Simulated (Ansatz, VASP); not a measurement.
**One calculation of Nb, two programs**

```
Nb
1.0
     0.00000    2.11500    2.13615
     2.11500    0.00000    2.13615
     2.11500    2.11500    0.00000
Nb
1
Direct
  0.00000 0.00000 0.00000
```

Change from the starting cell: zz strain of +1 %.

Alike in both runs: task single point; functional PBEsol; k mesh 13 × 13 × 13; occupations fermi-dirac, width 0.08 eV; no spin polarisation.

|  | VASP | Ansatz |
| --- | --- | --- |
| version | VASP 6.6.1 | Ansatz 0.2.0 |
| potentials or method | VASP PAW PBE potentials, release 64 (Nb_sv), cutoff 520 eV | all-electron LAPW, scalar-relativistic |

Ansatz gave:

* pressure (GPa): -8.1
* traceless stress, the component that is largest in VASP (GPa): 1.62

Q: What did VASP give for the same quantities?

A: Pressure (GPa): -8.4; traceless stress, the component that is largest in VASP (GPa): 1.60.

VASP's potentials were made for PBE, not for PBEsol. Ansatz ran all-electron here, and VASP with PAW potentials.
